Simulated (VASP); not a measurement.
Here is a VASP 6.6.1 calculation.

File INCAR:

```
SYSTEM = BP
PREC = Accurate
ENCUT = 520
EDIFF = 1E-6
ISMEAR = -1
SIGMA = 0.05
LREAL = .False.
LASPH = .True.
NELM = 100
ALGO = Normal
ISIF = 2
LWAVE = .False.
LCHARG = .False.
GGA = PE
NBANDS = 11
```

Contents of KPOINTS:

```
Automatic mesh
0
Gamma
  16 16 16
  0 0 0
```

Contents of POSCAR:

```
BP
1.0
    0.0000000000      2.1160848610      2.1160848610
    2.1160848610      0.0000000000      2.1160848610
    2.1160848610      2.1160848610      0.0000000000
B P
1 1
Direct
    0.0000000000      0.0000000000      0.0000000000
    0.5000000000      0.5000000000      0.5000000000
```

Potentials or basis: VASP PAW PBE potentials, release 64 (B, P).

Run with:

```sh
$ cat potpaw_PBE.64/B/POTCAR potpaw_PBE.64/P/POTCAR > POTCAR
$ mpirun -np 1 vasp_std > vasp.out
```

**Question.** Predict the pressure.

**Answer.** 11.1 GPa.

**Question.** What does it give for the band gap on the k mesh?

**Answer.** Zero (band 4 reaches 11.86 eV, above the bottom of band 5 at 7.93 eV).
